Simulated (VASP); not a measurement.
# AlAs (F-43m) in VASP: further runs

AlAs is run at these levels: PBEsol; tasks: single point.

All numbers are computed with VASP 6.6.1; they aren't measurements. Logs are shortened: lines on timing, memory, paths and dates and some standing lists are left out, and cuts for length are marked.

## Step 1: The cell of the first run

Symmetry: F-43m, No. 216, cubic system. Conventional cell: a = 5.773 Å, b = 5.773 Å, c = 5.773 Å, α = 90.00°, β = 90.00°, γ = 90.00°. Al (site symmetry -43m) has 4 As at 2.50 Å within 3.3 Å. Within 3.3 Å of As (site symmetry -43m) lie 4 Al at 2.50 Å.

## Step 2: Single point, PBEsol (P replaced by As, lengths x 1.032, strained)

The input, INCAR:

```
  ALGO = Normal
  EDIFF = 1E-6
  ENCUT = 500
  GGA = PS
  GGA_COMPAT = F
  ISIF = 2
  ISMEAR = 0
  LASPH = T
  LCHARG = T
  LELF = T
  LREAL = F
  LVHAR = T
  LWAVE = F
  NBANDS = 11
  NELM = 120
  PREC = Accurate
  SIGMA = 0.1
```

The input, KPOINTS:

```
k-points
0
Gamma
  6 6 6
```

The input, POSCAR:

```
AlAs
1.0
    0.0000000000      2.8866372979      2.8866372979
    2.8866372979      0.0000000000      2.8866372979
    2.8866372979      2.8866372979      0.0000000000
Al As
1 1
Direct
    0.0000000000      0.0000000000      0.0000000000
    0.7500000000      0.7500000000      0.7500000000
```

Potentials or basis: VASP PAW PBE potentials, release 64 (Al, As).

Command:

```
cat potpaw_PBE.64/Al/POTCAR potpaw_PBE.64/As/POTCAR > POTCAR
mpirun -np 1 vasp_std > vasp.out
```

OUTCAR:

```text
EDIFF = 1E-6
   ENCUT = 500
   GGA = PS
   ISIF = 2
   ISMEAR = 0
   LASPH = T
   LREAL = F
   NELM = 120
   PREC = Accurate

 ion  position               nearest neighbor table
   1  0.000  0.000  0.000-   2 2.50   2 2.50   2 2.50   2 2.50
   2  0.750  0.750  0.750-   1 2.50   1 2.50   1 2.50   1 2.50

  LATTYP: Found a face centered cubic cell.
 ALAT       =     5.7732745958

  Lattice vectors:

 A1 = (   0.0000000000,   2.8866372979,   2.8866372979)
 A2 = (   2.8866372979,   0.0000000000,   2.8866372979)
 A3 = (   2.8866372979,   2.8866372979,   0.0000000000)

Analysis of symmetry for initial positions (statically):
=====================================================================
 Subroutine PRICEL returns:
 Original cell was already a primitive cell.

 Routine SETGRP: Setting up the symmetry group for a
 face centered cubic supercell.

 Subroutine GETGRP returns: Found 24 space group operations
 (whereof 24 operations were pure point group operations)
 out of a pool of 48 trial point group operations.

The static configuration has the point symmetry T_d .

Analysis of symmetry for dynamics (positions and initial velocities):
=====================================================================
 Subroutine PRICEL returns:
 Original cell was already a primitive cell.

 Routine SETGRP: Setting up the symmetry group for a
 face centered cubic supercell.

 Subroutine GETGRP returns: Found 24 space group operations
 (whereof 24 operations were pure point group operations)
 out of a pool of 48 trial point group operations.

The dynamic configuration has the point symmetry T_d .

 Subroutine INISYM returns: Found 24 space group operations
 (whereof 24 operations are pure point group operations),
 and found     1 'primitive' translations

----------------------------------------------------------------------------------------

                                     Primitive cell

  volume of cell :      48.1068

  direct lattice vectors                    reciprocal lattice vectors
     0.000000000  2.886637298  2.886637298    -0.173211924  0.173211924  0.173211924
     2.886637298  0.000000000  2.886637298     0.173211924 -0.173211924  0.173211924
     2.886637298  2.886637298  0.000000000     0.173211924  0.173211924 -0.173211924

  length of vectors
     4.082321616  4.082321616  4.082321616     0.300011853  0.300011853  0.300011853

  position of ions in fractional coordinates (direct lattice)
     0.000000000  0.000000000  0.000000000
     0.750000000  0.750000000  0.750000000

  ion indices of the primitive-cell ions
   primitive index   ion index
                 1           1
                 2           2

----------------------------------------------------------------------------------------

 KPOINTS: k-points

Automatic generation of k-mesh.
 Grid dimensions read from file:
 generate k-points for:    6    6    6

 Generating k-lattice:

  Cartesian coordinates                     Fractional coordinates (reciprocal lattice)
    -0.028868654  0.028868654  0.028868654     0.166666667  0.000000000  0.000000000
     0.028868654 -0.028868654  0.028868654     0.000000000  0.166666667  0.000000000
     0.028868654  0.028868654 -0.028868654     0.000000000  0.000000000  0.166666667

  Length of vectors
     0.050001975  0.050001975  0.050001975

  Shift w.r.t. Gamma in fractional coordinates (k-lattice)
     0.000000000  0.000000000  0.000000000

 Subroutine IBZKPT returns following result:
 ===========================================

 Found     16 irreducible k-points:

 Following reciprocal coordinates:
            Coordinates               Weight
  0.000000  0.000000  0.000000      1.000000
  0.166667  0.000000  0.000000      8.000000
  0.333333  0.000000  0.000000      8.000000
  0.500000  0.000000  0.000000      4.000000
  0.166667  0.166667  0.000000      6.000000
  0.333333  0.166667  0.000000     24.000000
[... 8 lines left out ...]
 -0.333333  0.333333  0.166667     24.000000
 -0.333333  0.500000  0.166667     12.000000
   k-points           NKPTS =     16   k-points in BZ     NKDIM =     16   number of bands    NBANDS=     11
   number of dos      NEDOS =    301   number of ions     NIONS =      2
   total plane-waves  NPLWV =  27000
   dimension x,y,z NGX =    30 NGY =   30 NGZ =   30
   dimension x,y,z NGXF=    60 NGYF=   60 NGZF=   60
   ions per type =               1   1
   NGX,Y,Z   is equivalent  to a cutoff of  12.22, 12.22, 12.22 a.u.
   NGXF,Y,Z  is equivalent  to a cutoff of  24.43, 24.43, 24.43 a.u.
 SYSTEM =  unknown system
   PREC   = accura    normal or accurate (medium, high low for compatibility)
   ISTART =      0    job   : 0-new  1-cont  2-samecut
   ICHARG =      2    charge: 1-file 2-atom 10-const
   ISPIN  =      1    spin polarized calculation?
   LNONCOLLINEAR =      F non collinear calculations
   LSORBIT =      F    spin-orbit coupling
   LASPH  =      T    aspherical Exc in radial PAW
   ENCUT  =  500.0 eV  36.75 Ry    6.06 a.u.   7.44  7.44  7.44*2*pi/ulx,y,z
   NELM   =    120;   NELMIN=  2; NELMDL= -5     # of ELM steps
   EDIFF  = 0.1E-05   stopping-criterion for ELM
   LREAL  =      F    real-space projection
   EDIFFG = 0.1E-04   stopping-criterion for IOM
   NSW    =      0    number of steps for IOM
   IBRION =     -1    ionic relax: 0-MD 1-quasi-New 2-CG
   NFREE  =      0    steps in history (QN), initial steepest desc. (CG)
   ISIF   =      2    stress and relaxation
   ISYM   =      2    0-nonsym 1-usesym 2-fastsym
   POTIM  = 0.5000    time-step for ionic-motion
   TEBEG  =    0.0;   TEEND  =   0.0 temperature during run
   PSTRESS=    0.0 pullay stress
   NELECT =       8.0000    total number of electrons
   NUPDOWN=      -1.0000    fix difference up-down
   EMIN   =  10.00;   EMAX   =-10.00  energy-range for DOS
   EFERMI =   0.00;   METHOD = LEGACY
   ISMEAR =     0;   SIGMA  =   0.10  broadening in eV -4-tet -1-fermi 0-gaus
   EFERMI_NEDOS =   21; number of points for ismear=-14 and -15
   IALGO  =     38    algorithm
   IMIX   =      4    mixing-type and parameters
     AMIX     =   0.40;   BMIX     =  1.00
     AMIX_MAG =   1.60;   BMIX_MAG =  1.00
  volume/ion in A,a.u.               =      24.05       162.32
  Fermi-wavevector in a.u.,A,eV,Ry     =   0.900263  1.701250 11.027155  0.810473
  Thomas-Fermi vector in A             =   2.023199
   LORBIT       =      0    0 simple, 1 ext, 2 COOP (PROOUT), +10 PAW based schemes
   GGA     = PS    functional components
   LHFCALC =     F    Hartree Fock is set to
   AEXX    =    0.0000 exact exchange contribution
   IVDW    =     0    specifies the selected vdW correction
   LEPSILON=     F    determine dielectric tensor
   LRPA    =     F    only Hartree local field effects (RPA)
 non-spin polarized calculation
 Gauss-broadening in eV      SIGMA  =   0.10
  energy-cutoff  :      500.00
  volume of cell :       48.11
 maximum number of plane-waves:      1243
 NGX is ok and might be reduce to    30
   NGX = 15   NGY = 15   NGZ = 15

 number of electron       7.9999999 magnetization

 Free energy of the ion-electron system (eV)
  ---------------------------------------------------
  ext. energy  EPLUGINS =         0.00000000
  ---------------------------------------------------
  free energy    TOTEN  =       -10.03101345 eV

  energy without entropy =      -10.03101345  energy(sigma->0) =      -10.03101345

 E-fermi :   3.7904     XC(G=0):  -8.9681

 val. band max:        3.3207146486   @ k =   0.0000   0.0000   0.0000
 cond. band min:       4.7322896562   @ k =   0.5000   0.5000   0.0000
 fundamental gap:      1.4115750076
 Fermi energy:         3.7903597834

 k-point     1 :       0.0000    0.0000    0.0000
  band No.  band energies     occupation
      1      -8.2462      2.00000
      2       3.3207      2.00000
      3       3.3207      2.00000
      4       3.3207      2.00000
      5       4.8462      0.00000
      6       7.4797      0.00000
      7       7.4797      0.00000
      8       7.4797      0.00000
      9      11.7116      0.00000
     10      12.1903      0.00000
     11      12.1903      0.00000

 k-point     2 :       0.1667    0.0000    0.0000
  band No.  band energies     occupation
      1      -7.9975      2.00000
      2       1.2329      2.00000
      3       3.0714      2.00000
      4       3.0714      2.00000
      5       5.7808      0.00000
      6       7.8951      0.00000
      7       7.8951      0.00000
      8       8.2064      0.00000
      9      11.4185      0.00000
     10      11.4185      0.00000
     11      12.6480      0.00000

 k-point     3 :       0.3333    0.0000    0.0000
  band No.  band energies     occupation
      1      -7.3751      2.00000
      2      -1.0295      2.00000
      3       2.6899      2.00000
      4       2.6899      2.00000
      5       5.4006      0.00000
      6       8.0593      0.00000
      7       8.0593      0.00000
      8      10.4176      0.00000
      9      12.1567      0.00000
     10      12.1568      0.00000
     11      12.2680      0.00000

 k-point     4 :       0.5000    0.0000    0.0000
  band No.  band energies     occupation
      1      -6.9512      2.00000
      2      -2.0301      2.00000
      3       2.5354      2.00000
      4       2.5354      2.00000
      5       5.1831      0.00000
      6       7.9023      0.00000
      7       7.9023      0.00000
      8      10.7790      0.00000
      9      13.9034      0.00000
     10      14.5427      0.00000
     11      14.5427      0.00000
[... 127 lines left out ...]
 k-point    14 :       0.5000    0.3333    0.1667
  band No.  band energies     occupation
      1      -6.8978      2.00000
      2      -1.1965      2.00000
      3       0.7414      2.00000
      4       1.7619      2.00000
      5       6.8653      0.00000
      6       7.5969      0.00000
      7       8.3034      0.00000
      8      10.9145      0.00000
      9      12.2138      0.00000
     10      13.6388      0.00000
     11      15.8335      0.00000

 k-point    15 :      -0.3333    0.3333    0.1667
  band No.  band energies     occupation
      1      -6.5783      2.00000
      2      -1.6363      2.00000
      3       0.3082      2.00000
      4       1.4058      2.00000
      5       7.1092      0.00000
      6       7.6965      0.00000
      7       9.7080      0.00000
      8      10.4750      0.00000
      9      11.3415      0.00000
     10      14.3837      0.00000
     11      15.6212      0.00000

 k-point    16 :      -0.3333    0.5000    0.1667
  band No.  band energies     occupation
      1      -6.4352      2.00000
      2      -1.7094      2.00000
      3       0.5465      2.00000
      4       0.7788      2.00000
      5       6.3930      0.00000
      6       7.2599      0.00000
      7      10.1293      0.00000
      8      10.8175      0.00000
      9      13.4361      0.00000
     10      15.1659      0.00000
     11      15.4061      0.00000

------------------------ aborting loop because EDIFF is reached ----------------------------------------

  FORCE on cell =-STRESS in cart. coord.  units (eV):
  Direction    XX          YY          ZZ          XY          YZ          ZX
  --------------------------------------------------------------------------------------
  -------------------------------------------------------------------------------------
  Total       -0.9373835     -0.9373835     -0.9373835     -0.0000000      0.0000000      0.0000000
  in kB      -31.2191615    -31.2191615    -31.2191615     -0.0000000      0.0000000      0.0000000
  external PRESSURE =     -31.2191615 kB  Pullay stress =       0.0000000 kB

 VOLUME and BASIS-vectors are now :
 -----------------------------------------------------------------------------
  energy-cutoff  :      500.00
  volume of cell :       48.11
      direct lattice vectors                 reciprocal lattice vectors
     0.000000000  2.886637298  2.886637298    -0.173211924  0.173211924  0.173211924
     2.886637298  0.000000000  2.886637298     0.173211924 -0.173211924  0.173211924
     2.886637298  2.886637298  0.000000000     0.173211924  0.173211924 -0.173211924

 POSITION                                       TOTAL-FORCE (eV/Angst)
 -----------------------------------------------------------------------------------
      0.00000      0.00000      0.00000         0.000000      0.000000      0.000000
      4.32996      4.32996      4.32996        -0.000000     -0.000000     -0.000000
 -----------------------------------------------------------------------------------
    total drift:                               -0.000000     -0.000000     -0.000000

  FREE ENERGIE OF THE ION-ELECTRON SYSTEM (eV)
  ---------------------------------------------------
  free  energy   TOTEN  =       -10.0310134537 eV

  energy  without entropy=      -10.0310134537  energy(sigma->0) =      -10.03101345
```

Run time: 11 s. Hardware: 1 thread of Intel Xeon 8259CL, shared host; peak memory 0.16 GiB.

What came out:

* Free energy: -10.0310 eV
* Pressure: -3.1 GPa
* Band gap on the k mesh: 1.41 eV, indirect (least direct gap 1.53 eV)

Levels at points of the mesh, in eV from the valence-band top:
| k point | band 1 | band 2 | band 3 | band 4 | band 5 | band 6 | band 7 | band 8 | band 9 |
| --- | --- | --- | --- | --- | --- | --- | --- | --- | --- |
| (0.00, 0.00, 0.00) | -11.57 | 0.00 | 0.00 | 0.00 | 1.53 | 4.16 | 4.16 | 4.16 | 8.39 |
| (0.50, 0.00, 0.00) | -10.27 | -5.35 | -0.79 | -0.79 | 1.86 | 4.58 | 4.58 | 7.46 | 10.58 |
| (0.50, 0.50, 0.00) | -9.78 | -5.25 | -2.06 | -2.06 | 1.41 | 2.21 | 9.83 | 9.83 | 11.04 |

Caveat: the cell differs from its parent crystal (P replaced by As, lengths x 1.032, strained); the PAW data sets were made with another functional, which shifts forces and pressure a little. A k mesh can miss the band edges.

## Step 3: Single point, PBEsol (P replaced by As, lengths x 1.032, strained)

The input, INCAR:

```
  ALGO = Normal
  EDIFF = 1E-6
  ENCUT = 500
  GGA = PS
  GGA_COMPAT = False
  ISIF = 2
  ISMEAR = 0
  LASPH = True
  LCHARG = True
  LELF = True
  LREAL = False
  LVHAR = True
  LWAVE = False
  NBANDS = 11
  NELM = 120
  PREC = Accurate
  SIGMA = 0.02
```

The input, KPOINTS:

```
k-points
0
Gamma
  8 8 8
```

POSCAR is that of step 2.

Potentials or basis: VASP PAW PBE potentials, release 64 (Al, As).

Command:

```
cat potpaw_PBE.64/Al/POTCAR potpaw_PBE.64/As/POTCAR > POTCAR
mpirun -np 1 vasp_std > vasp.out
```

OUTCAR:

```text
EDIFF = 1E-6
   ENCUT = 500
   GGA = PS
   ISIF = 2
   ISMEAR = 0
   LASPH = True
   LREAL = False
   NELM = 120
   PREC = Accurate

 ion  position               nearest neighbor table
   1  0.000  0.000  0.000-   2 2.50   2 2.50   2 2.50   2 2.50
   2  0.750  0.750  0.750-   1 2.50   1 2.50   1 2.50   1 2.50

  LATTYP: Found a face centered cubic cell.
 ALAT       =     5.7732745958

  Lattice vectors:

 A1 = (   0.0000000000,   2.8866372979,   2.8866372979)
 A2 = (   2.8866372979,   0.0000000000,   2.8866372979)
 A3 = (   2.8866372979,   2.8866372979,   0.0000000000)

Analysis of symmetry for initial positions (statically):
=====================================================================
 Subroutine PRICEL returns:
 Original cell was already a primitive cell.

 Routine SETGRP: Setting up the symmetry group for a
 face centered cubic supercell.

 Subroutine GETGRP returns: Found 24 space group operations
 (whereof 24 operations were pure point group operations)
 out of a pool of 48 trial point group operations.

The static configuration has the point symmetry T_d .

Analysis of symmetry for dynamics (positions and initial velocities):
[... 164 lines left out ...]
 fundamental gap:      1.4158458505
 Fermi energy:         3.4694766245

 k-point     1 :       0.0000    0.0000    0.0000
  band No.  band energies     occupation
      1      -8.2517      2.00000
      2       3.3151      2.00000
      3       3.3151      2.00000
      4       3.3151      2.00000
      5       4.8423      0.00000
      6       7.4783      0.00000
      7       7.4783      0.00000
      8       7.4783      0.00000
      9      11.7095      0.00000
     10      12.1884      0.00000
     11      12.1884      0.00000
[... 309 lines left out ...]
 k-point    24 :      -0.3750    0.2500    0.1250
  band No.  band energies     occupation
      1      -6.7204      2.00000
      2      -1.7544      2.00000
      3       0.7449      2.00000
      4       1.8585      2.00000
      5       6.7762      0.00000
      6       7.4219      0.00000
      7       9.7234      0.00000
      8      10.6519      0.00000
      9      11.3761      0.00000
     10      13.9848      0.00000
     11      15.1489      0.00000

 [... further k-points ...]
[... 5 lines left out ...]
  --------------------------------------------------------------------------------------
  -------------------------------------------------------------------------------------
  Total       -0.9392311     -0.9392311     -0.9392311      0.0000000     -0.0000000      0.0000000
  in kB      -31.2806943    -31.2806943    -31.2806943      0.0000000     -0.0000000      0.0000000
  external PRESSURE =     -31.2806943 kB  Pullay stress =       0.0000000 kB

 VOLUME and BASIS-vectors are now :
 -----------------------------------------------------------------------------
  energy-cutoff  :      500.00
  volume of cell :       48.11
      direct lattice vectors                 reciprocal lattice vectors
     0.000000000  2.886637298  2.886637298    -0.173211924  0.173211924  0.173211924
     2.886637298  0.000000000  2.886637298     0.173211924 -0.173211924  0.173211924
     2.886637298  2.886637298  0.000000000     0.173211924  0.173211924 -0.173211924

 POSITION                                       TOTAL-FORCE (eV/Angst)
 -----------------------------------------------------------------------------------
      0.00000      0.00000      0.00000        -0.000000     -0.000000     -0.000000
      4.32996      4.32996      4.32996         0.000000      0.000000      0.000000
 -----------------------------------------------------------------------------------
    total drift:                               -0.000000     -0.000000     -0.000000

  FREE ENERGIE OF THE ION-ELECTRON SYSTEM (eV)
  ---------------------------------------------------
  free  energy   TOTEN  =       -10.0419925981 eV

  energy  without entropy=      -10.0419925981  energy(sigma->0) =      -10.04199260
```

OSZICAR:

```text
N       E                     dE             d eps       ncg     rms          rms(c)
DAV:   1     0.130246569198E+02    0.13025E+02   -0.29823E+03   646   0.530E+02
DAV:   2    -0.929467147360E+01   -0.22319E+02   -0.21167E+02   796   0.870E+01
DAV:   3    -0.102878993523E+02   -0.99323E+00   -0.99152E+00   802   0.179E+01
DAV:   4    -0.102955989870E+02   -0.76996E-02   -0.76991E-02   753   0.189E+00
DAV:   5    -0.102957559864E+02   -0.15700E-03   -0.15700E-03   770   0.257E-01    0.310E+00
DAV:   6    -0.100851217098E+02    0.21063E+00   -0.36516E-01   698   0.211E+00    0.175E+00
DAV:   7    -0.100437656167E+02    0.41356E-01   -0.16089E-01   745   0.151E+00    0.640E-01
DAV:   8    -0.100419267538E+02    0.18389E-02   -0.10736E-02   707   0.471E-01    0.995E-02
DAV:   9    -0.100419305059E+02   -0.37521E-05   -0.54004E-04   734   0.121E-01    0.510E-02
DAV:  10    -0.100419888145E+02   -0.58309E-04   -0.65542E-05   717   0.437E-02    0.803E-03
DAV:  11    -0.100419925336E+02   -0.37191E-05   -0.81309E-06   736   0.132E-02    0.418E-03
DAV:  12    -0.100419925981E+02   -0.64448E-07   -0.10249E-06   534   0.481E-03
   1 F= -.10041993E+02 E0= -.10041993E+02  d E =-.862492E-30
```

It took 21 s on 1 thread of Intel Xeon 8259CL, shared host; peak memory 0.17 GiB.

What came out:

```
Free energy            : -10.0420 eV
Pressure               : -3.1 GPa
Band gap on the k mesh : 1.42 eV, indirect (least direct gap 1.53 eV)
```

Levels at points of the mesh, in eV from the valence-band top:
| k point | band 1 | band 2 | band 3 | band 4 | band 5 | band 6 | band 7 | band 8 | band 9 |
| --- | --- | --- | --- | --- | --- | --- | --- | --- | --- |
| (0.00, 0.00, 0.00) | -11.57 | 0.00 | 0.00 | 0.00 | 1.53 | 4.16 | 4.16 | 4.16 | 8.39 |
| (0.50, 0.00, 0.00) | -10.27 | -5.35 | -0.78 | -0.78 | 1.87 | 4.59 | 4.59 | 7.46 | 10.58 |
| (0.50, 0.50, 0.00) | -9.78 | -5.24 | -2.06 | -2.06 | 1.42 | 2.21 | 9.83 | 9.83 | 11.04 |

Caveat: the cell differs from its parent crystal (P replaced by As, lengths x 1.032, strained); the PAW data sets were made with another functional, which shifts forces and pressure a little. A k mesh can miss the band edges.
